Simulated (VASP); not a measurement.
# C (Cmm2) in VASP: further runs

Runs on C. Level: PBE. Tasks: single point.

Program: VASP 6.6.1. These are calculated values, not measurements. Logs are shortened: lines on timing, memory, paths and dates and some standing lists are left out, and cuts for length are marked.

## 1. The cell of the first run

The structure is orthorhombic, space group Cmm2 (No. 35). The conventional cell has a = 5.051 Å, b = 5.051 Å, c = 3.571 Å, α = 90.00°, β = 90.00°, γ = 90.00°. Within 2.0 Å of C (site symmetry mm2) lie 4 C at 1.52 to 1.58 Å. Within 2.1 Å of C (site symmetry mm2) lie 4 C at 1.55 Å. C (site symmetry 2) has 4 C at 1.55 Å within 2.1 Å. Within 2.1 Å of C (site symmetry m) lie 4 C at 1.55 to 1.58 Å. C (site symmetry m) has 4 C at 1.52 to 1.55 Å within 2.0 Å.

## 2. Single point, PBE (atom 1 (C) moved -0.050 Å along Cartesian [0 0 1])

Input file INCAR:

```
ALGO     = Normal         # electronic algorithm
EDIFF    = 1E-6           # SCF threshold, eV
ENCUT    = 520            # plane-wave cutoff, eV
GGA      = PE             # functional
ISIF     = 2              # what is computed and relaxed
ISMEAR   = 0              # smearing method
LASPH    = T              # aspherical terms in the spheres
LCHARG   = T              # write CHGCAR
LELF     = T              # ELF
LREAL    = F              # projectors in reciprocal space
LVHAR    = T            
LWAVE    = F              # write WAVECAR
NBANDS   = 26             # bands
NELM     = 60             # most SCF steps
PREC     = Accurate       # precision mode
SIGMA    = 0.05           # smearing width, eV
```

Input file KPOINTS:

```
k-points
0
Gamma
  6 6 6
```

Input file POSCAR:

```
C
1.0
    3.5714750638      0.0000000000      0.0000000000
    0.0000000000     -3.5714750638      0.0000000000
    0.0000000000      0.0000000000     -3.5714750638
C
8
Direct
    0.5000000000      0.0000000000      0.0139998178
    0.0000000000      0.5000000000      0.0000000000
    0.0000000000      0.0000000000      0.5000000000
    0.5000000000      0.5000000000      0.5000000000
    0.7500000000      0.7500000000      0.7500000000
    0.2500000000      0.2500000000      0.7500000000
    0.2500000000      0.7500000000      0.2500000000
    0.7500000000      0.2500000000      0.2500000000
```

Potentials or basis: VASP PAW PBE potentials, release 64 (C).

Started as:

```console
$ cat potpaw_PBE.64/C/POTCAR > POTCAR
$ mpirun -np 1 vasp_std > vasp.out
```

OUTCAR:

```text
EDIFF = 1E-6
   ENCUT = 520
   GGA = PE
   ISIF = 2
   ISMEAR = 0
   LASPH = T
   LREAL = F
   NELM = 60
   PREC = Accurate

 ion  position               nearest neighbor table
   1  0.500  0.000  0.014-   7 1.52   8 1.52   5 1.58   6 1.58
   2  0.000  0.500  0.000-   5 1.55   6 1.55   7 1.55   8 1.55
   3  0.000  0.000  0.500-   5 1.55   6 1.55   7 1.55   8 1.55
   4  0.500  0.500  0.500-   5 1.55   6 1.55   7 1.55   8 1.55
   5  0.750  0.750  0.750-   2 1.55   3 1.55   4 1.55   1 1.58
   6  0.250  0.250  0.750-   2 1.55   3 1.55   4 1.55   1 1.58
   7  0.250  0.750  0.250-   1 1.52   2 1.55   3 1.55   4 1.55
   8  0.750  0.250  0.250-   1 1.52   2 1.55   3 1.55   4 1.55

  LATTYP: Found a simple cubic cell.
 ALAT       =     3.5714750638

  Lattice vectors:

 A1 = (   3.5714750638,   0.0000000000,   0.0000000000)
 A2 = (   0.0000000000,  -3.5714750638,   0.0000000000)
 A3 = (   0.0000000000,   0.0000000000,  -3.5714750638)

Analysis of symmetry for initial positions (statically):
=====================================================================
 Subroutine PRICEL returns:
 Original cell was already a primitive cell.

 Routine SETGRP: Setting up the symmetry group for a
 simple cubic supercell.

 Subroutine GETGRP returns: Found  4 space group operations
 (whereof  2 operations were pure point group operations)
 out of a pool of 48 trial point group operations.

The static configuration has the point symmetry C_2 .
 The point group associated with its full space group is C_2v.

Analysis of symmetry for dynamics (positions and initial velocities):
=====================================================================
 Subroutine PRICEL returns:
 Original cell was already a primitive cell.

 Routine SETGRP: Setting up the symmetry group for a
 simple cubic supercell.

 Subroutine GETGRP returns: Found  4 space group operations
 (whereof  2 operations were pure point group operations)
 out of a pool of 48 trial point group operations.

The dynamic configuration has the point symmetry C_2 .
 The point group associated with its full space group is C_2v.

 Subroutine INISYM returns: Found  4 space group operations
 (whereof  2 operations are pure point group operations),
 and found     1 'primitive' translations

----------------------------------------------------------------------------------------

[... 103 lines left out ...]
   NELM   =     60;   NELMIN=  2; NELMDL= -5     # of ELM steps
   EDIFF  = 0.1E-05   stopping-criterion for ELM
   LREAL  =      F    real-space projection
   EDIFFG = 0.1E-04   stopping-criterion for IOM
   NSW    =      0    number of steps for IOM
   IBRION =     -1    ionic relax: 0-MD 1-quasi-New 2-CG
   NFREE  =      0    steps in history (QN), initial steepest desc. (CG)
   ISIF   =      2    stress and relaxation
   ISYM   =      2    0-nonsym 1-usesym 2-fastsym
   POTIM  = 0.5000    time-step for ionic-motion
   TEBEG  =    0.0;   TEEND  =   0.0 temperature during run
   PSTRESS=    0.0 pullay stress
   NELECT =      32.0000    total number of electrons
   NUPDOWN=      -1.0000    fix difference up-down
   EMIN   =  10.00;   EMAX   =-10.00  energy-range for DOS
   EFERMI =   0.00;   METHOD = LEGACY
   ISMEAR =     0;   SIGMA  =   0.05  broadening in eV -4-tet -1-fermi 0-gaus
   EFERMI_NEDOS =   21; number of points for ismear=-14 and -15
   IALGO  =     38    algorithm
   IMIX   =      4    mixing-type and parameters
     AMIX     =   0.40;   BMIX     =  1.00
     AMIX_MAG =   1.60;   BMIX_MAG =  1.00
  volume/ion in A,a.u.               =       5.69        38.43
  Fermi-wavevector in a.u.,A,eV,Ry     =   1.455271  2.750063 28.814604  2.117814
  Thomas-Fermi vector in A             =   2.572325
   LORBIT       =      0    0 simple, 1 ext, 2 COOP (PROOUT), +10 PAW based schemes
   GGA     = PE    functional components
   LHFCALC =     F    Hartree Fock is set to
   AEXX    =    0.0000 exact exchange contribution
   IVDW    =     0    specifies the selected vdW correction
   LEPSILON=     F    determine dielectric tensor
   LRPA    =     F    only Hartree local field effects (RPA)
 non-spin polarized calculation
 Gauss-broadening in eV      SIGMA  =   0.05
  energy-cutoff  :      520.00
  volume of cell :       45.56
 maximum number of plane-waves:      1253
 NGX is ok and might be reduce to    28
   NGX = 13   NGY = 13   NGZ = 13

 number of electron      31.9999997 magnetization

 Free energy of the ion-electron system (eV)
  ---------------------------------------------------
  ext. energy  EPLUGINS =         0.00000000
  ---------------------------------------------------
  free energy    TOTEN  =       -72.68774790 eV

  energy without entropy =      -72.68774790  energy(sigma->0) =      -72.68774790

 E-fermi :  10.1550     XC(G=0): -13.2310

 val. band max:        9.8647982654   @ k =   0.0000   0.0000   0.0000
 cond. band min:      13.8028056725   @ k =   0.3333   0.0000   0.0000
 fundamental gap:      3.9380074071
 Fermi energy:        10.1550132071

 k-point     1 :       0.0000    0.0000    0.0000
  band No.  band energies     occupation
      1     -11.7551      2.00000
      2      -3.2408      2.00000
      3      -3.1593      2.00000
      4      -3.0646      2.00000
      5      -3.0637      2.00000
      6      -2.9775      2.00000
[... 685 lines left out ...]
     25      21.7418      0.00000
     26      21.8552      0.00000

 [... further k-points ...]
[... 5 lines left out ...]
  --------------------------------------------------------------------------------------
  -------------------------------------------------------------------------------------
  Total        0.2973871      0.2973871      0.2284451     -0.1519429      0.0000000      0.0000000
  in kB       10.4589926     10.4589926      8.0343278     -5.3437754      0.0000000      0.0000000
  external PRESSURE =       9.6507710 kB  Pullay stress =       0.0000000 kB

 VOLUME and BASIS-vectors are now :
 -----------------------------------------------------------------------------
  energy-cutoff  :      520.00
  volume of cell :       45.56
      direct lattice vectors                 reciprocal lattice vectors
     3.571475064  0.000000000  0.000000000     0.279996355  0.000000000  0.000000000
     0.000000000 -3.571475064  0.000000000     0.000000000 -0.279996355  0.000000000
     0.000000000  0.000000000 -3.571475064     0.000000000  0.000000000 -0.279996355

 POSITION                                       TOTAL-FORCE (eV/Angst)
 -----------------------------------------------------------------------------------
      1.78574      0.00000     -0.05000         0.000000      0.000000      2.202877
      0.00000     -1.78574      0.00000         0.000000      0.000000      0.289494
      0.00000      0.00000     -1.78574         0.000000      0.000000     -0.325048
      1.78574     -1.78574     -1.78574         0.000000      0.000000     -0.325048
      2.67861     -2.67861     -2.67861        -0.120408     -0.120408     -0.437735
      0.89287     -0.89287     -2.67861         0.120408      0.120408     -0.437735
      0.89287     -2.67861     -0.89287        -0.167942      0.167942     -0.483402
      2.67861     -0.89287     -0.89287         0.167942     -0.167942     -0.483402
 -----------------------------------------------------------------------------------
    total drift:                                0.000000     -0.000000      0.000059

  FREE ENERGIE OF THE ION-ELECTRON SYSTEM (eV)
  ---------------------------------------------------
  free  energy   TOTEN  =       -72.6877478961 eV

  energy  without entropy=      -72.6877478961  energy(sigma->0) =      -72.68774790
```

Wall time 23 s (1 thread of Intel Xeon 6975P-C (Granite Rapids), shared host); peak memory 0.17 GiB.

What came out:

```
Free energy            : -72.6877 eV
Pressure               : 1.0 GPa
Largest force          : 2.203 eV/Å
Band gap on the k mesh : 3.94 eV
```

Forces in eV/Å, atoms in the order of the input:
```
C    0.000  0.000  2.203
C    0.000  0.000  0.289
C    0.000  0.000 -0.325
C    0.000  0.000 -0.325
C   -0.120 -0.120 -0.438
C    0.120  0.120 -0.438
C   -0.168  0.168 -0.483
C    0.168 -0.168 -0.483
```

Levels at points of the mesh, in eV from the valence-band top:
```
           k point  band 13  band 14  band 15  band 16  band 17  band 18  band 19  band 20
(0.00, 0.00, 0.00)    -6.36    -0.38    -0.19     0.00     4.33     4.42     4.56     4.56
(0.50, 0.00, 0.00)    -4.30    -4.30    -4.28    -4.20     4.22     4.23     9.92     9.94
(0.00, 0.00, 0.50)    -4.53    -4.37    -4.23    -4.07     4.18     4.29     9.99    10.06
(0.50, 0.50, 0.00)    -3.44    -3.22    -3.17    -2.95     7.57     7.70     7.71     7.85
(0.00, 0.50, 0.50)    -3.30    -3.20    -3.17    -3.07     7.54     7.62     7.77     7.80
(0.50, 0.50, 0.50)    -2.97    -2.96    -2.87    -2.67     7.81     7.90     8.24     8.24
```

Caveat: the cell differs from its parent crystal (atom 1 (C) moved -0.050 Å along Cartesian [0 0 1]); forces of over 1 eV/Å act on the atoms, so gaps and moduli don't describe the material at rest. A k mesh can miss the band edges.

## 3. Single point, PBE (atom 1 (C) moved +0.025 Å along Cartesian [0 0 1])

Input file INCAR:

```
SYSTEM = C
PREC = Accurate
ENCUT = 520
EDIFF = 1E-7
ISMEAR = 0
SIGMA = 0.05
LREAL = .False.
LASPH = .True.
NELM = 80
ALGO = Normal
ISIF = 2
LWAVE = .False.
LCHARG = .False.
GGA = PE
NBANDS = 26
```

Input file KPOINTS:

```
regular mesh
0
Gamma
  6 6 6
  0 0 0
```

POSCAR: that of step 2 with these lines changed.

```diff
@@ -8,3 +8,3 @@
 Direct
-    0.5000000000      0.0000000000      0.0139998178
+    0.5000000000      0.0000000000     -0.0069999089
     0.0000000000      0.5000000000      0.0000000000
```

Potentials or basis: VASP PAW PBE potentials, release 64 (C).

Started as:

```console
$ cat potpaw_PBE.64/C/POTCAR > POTCAR
$ mpirun -np 1 vasp_std > vasp.out
```

OUTCAR:

```text
SYSTEM = C
   PREC = Accurate
   ENCUT = 520
   EDIFF = 1E-7
   ISMEAR = 0
   LREAL = .False.
   LASPH = .True.
   NELM = 80
   ISIF = 2
   GGA = PE

 ion  position               nearest neighbor table
   1  0.500  0.000  0.993-   5 1.53   6 1.53   7 1.56   8 1.56
   2  0.000  0.500  0.000-   5 1.55   6 1.55   7 1.55   8 1.55
   3  0.000  0.000  0.500-   5 1.55   6 1.55   7 1.55   8 1.55
   4  0.500  0.500  0.500-   5 1.55   6 1.55   7 1.55   8 1.55
   5  0.750  0.750  0.750-   1 1.53   2 1.55   3 1.55   4 1.55
   6  0.250  0.250  0.750-   1 1.53   2 1.55   3 1.55   4 1.55
   7  0.250  0.750  0.250-   2 1.55   3 1.55   4 1.55   1 1.56
   8  0.750  0.250  0.250-   2 1.55   3 1.55   4 1.55   1 1.56

  LATTYP: Found a simple cubic cell.
 ALAT       =     3.5714750638

  Lattice vectors:

 A1 = (   3.5714750638,   0.0000000000,   0.0000000000)
 A2 = (   0.0000000000,  -3.5714750638,   0.0000000000)
 A3 = (   0.0000000000,   0.0000000000,  -3.5714750638)

Analysis of symmetry for initial positions (statically):
[... 193 lines left out ...]
 Fermi energy:        10.0540410497

 k-point     1 :       0.0000    0.0000    0.0000
  band No.  band energies     occupation
      1     -11.7523      2.00000
      2      -3.1515      2.00000
      3      -3.1095      2.00000
      4      -3.0631      2.00000
      5      -3.0629      2.00000
      6      -3.0187      2.00000
[... 685 lines left out ...]
     25      21.9141      0.00000
     26      22.0027      0.00000

 [... further k-points ...]

------------------------ aborting loop because EDIFF is reached ----------------------------------------

  FORCE on cell =-STRESS in cart. coord.  units (eV):
  Direction    XX          YY          ZZ          XY          YZ          ZX
  --------------------------------------------------------------------------------------
  -------------------------------------------------------------------------------------
  Total        0.2248508      0.2248508      0.2076651      0.0748979      0.0000000      0.0000000
  in kB        7.9079165      7.9079165      7.3035031      2.6341323      0.0000000      0.0000000
  external PRESSURE =       7.7064454 kB  Pullay stress =       0.0000000 kB

 VOLUME and BASIS-vectors are now :
 -----------------------------------------------------------------------------
  energy-cutoff  :      520.00
  volume of cell :       45.56
      direct lattice vectors                 reciprocal lattice vectors
     3.571475064  0.000000000  0.000000000     0.279996355  0.000000000  0.000000000
     0.000000000 -3.571475064  0.000000000     0.000000000 -0.279996355  0.000000000
     0.000000000  0.000000000 -3.571475064     0.000000000  0.000000000 -0.279996355

 POSITION                                       TOTAL-FORCE (eV/Angst)
 -----------------------------------------------------------------------------------
      1.78574      0.00000     -3.54648         0.000000     -0.000000     -1.103272
      0.00000     -1.78574      0.00000         0.000000     -0.000000     -0.144857
      0.00000      0.00000     -1.78574         0.000000     -0.000000      0.162515
      1.78574     -1.78574     -1.78574         0.000000     -0.000000      0.162515
      2.67861     -2.67861     -2.67861         0.077879      0.077879      0.236501
      0.89287     -0.89287     -2.67861        -0.077879     -0.077879      0.236501
      0.89287     -2.67861     -0.89287         0.065986     -0.065986      0.225049
      2.67861     -0.89287     -0.89287        -0.065986      0.065986      0.225049
 -----------------------------------------------------------------------------------
    total drift:                                0.000000     -0.000000      0.000013

  FREE ENERGIE OF THE ION-ELECTRON SYSTEM (eV)
  ---------------------------------------------------
  free  energy   TOTEN  =       -72.7290844491 eV

  energy  without entropy=      -72.7290844491  energy(sigma->0) =      -72.72908445
```

Wall time 22 s (1 thread of Intel Xeon 6975P-C (Granite Rapids), shared host); peak memory 0.17 GiB.

What came out:

```yaml
Free_energy: -72.7291 eV
Pressure: 0.8 GPa
Largest_force: 1.103 eV/Å
Band_gap_on_the_k_mesh: 4.04 eV
```

Forces in eV/Å, atoms in the order of the input:
```
C    0.000  0.000 -1.103
C    0.000  0.000 -0.145
C    0.000  0.000  0.163
C    0.000  0.000  0.163
C    0.078  0.078  0.237
C   -0.078 -0.078  0.237
C    0.066 -0.066  0.225
C   -0.066  0.066  0.225
```

Caveat: the cell differs from its parent crystal (atom 1 (C) moved +0.025 Å along Cartesian [0 0 1]); forces of over 1 eV/Å act on the atoms, so gaps and moduli don't describe the material at rest.

## 4. Single point, PBE (atom 1 (C) moved +0.087 Å along Cartesian [0 0 1])

Input file INCAR:

```
SYSTEM = C
PREC     = Accurate       ! precision mode
ENCUT    = 520            ! plane-wave cutoff, eV
EDIFF    = 1E-7           ! SCF threshold, eV
ISMEAR   = 0              ! smearing method
SIGMA    = 0.05           ! smearing width, eV
LREAL    = .False.        ! projectors in reciprocal space
LASPH    = .True.         ! aspherical terms in the spheres
NELM     = 80             ! most SCF steps
ALGO     = Normal         ! electronic algorithm
ISIF     = 2              ! what is computed and relaxed
LWAVE    = .False.        ! write WAVECAR
LCHARG   = .False.        ! write CHGCAR
GGA      = PE             ! functional
NBANDS   = 26             ! bands
```

Input file KPOINTS:

```
Automatic mesh
0
Gamma
  6 6 6
  0 0 0
```

POSCAR: that of step 3 with these lines changed.

```diff
@@ -8,3 +8,3 @@
 Direct
-    0.5000000000      0.0000000000     -0.0069999089
+    0.5000000000      0.0000000000     -0.0244996811
     0.0000000000      0.5000000000      0.0000000000
```

Started as:

```console
$ cat potpaw_PBE.64/C/POTCAR > POTCAR
$ mpirun -np 1 vasp_std > vasp.out
```

Run time: 23 s. Hardware: 1 thread of Intel Xeon 6975P-C (Granite Rapids), shared host; peak memory 0.17 GiB.

The run converged. Its results:

```
Free energy            : -72.5744 eV
Pressure               : 1.5 GPa
Largest force          : 3.837 eV/Å
Band gap on the k mesh : 3.76 eV
```

Forces on the atoms (eV/Å):
```
C    0.000  0.000 -3.837
C    0.000  0.000 -0.505
C    0.000  0.000  0.569
C    0.000  0.000  0.569
C    0.326  0.326  0.871
C   -0.326 -0.326  0.871
C    0.181 -0.181  0.732
C   -0.181  0.181  0.732
```

Stress tensor (GPa, compression positive):
```
1.75 0.97 0.00
0.97 1.75 0.00
0.00 0.00 1.00
```

Levels at points of the mesh, in eV from the valence-band top:
```tsv
k point	band 12	band 13	band 14	band 15	band 16	band 17	band 18	band 19	band 20	band 21
(0.00, 0.00, 0.00)	-6.59	-6.42	-0.67	-0.32	0.00	3.97	4.13	4.41	4.42	4.51
(0.50, 0.00, 0.00)	-4.86	-4.44	-4.44	-4.39	-4.20	4.05	4.07	9.56	9.62	10.00
(0.00, 0.00, 0.50)	-4.86	-4.78	-4.58	-4.32	-4.05	3.98	4.17	9.77	9.81	9.94
(0.50, 0.50, 0.00)	-7.81	-3.77	-3.39	-3.30	-2.93	7.31	7.53	7.54	7.80	9.11
(0.00, 0.50, 0.50)	-7.79	-3.52	-3.35	-3.29	-3.12	7.21	7.36	7.64	7.69	9.42
(0.50, 0.50, 0.50)	-3.14	-3.12	-3.09	-2.92	-2.58	7.32	7.46	8.08	8.08	8.11
```

Caveat: the cell differs from its parent crystal (atom 1 (C) moved +0.087 Å along Cartesian [0 0 1]); forces of over 1 eV/Å act on the atoms, so gaps and moduli don't describe the material at rest. A k mesh can miss the band edges.
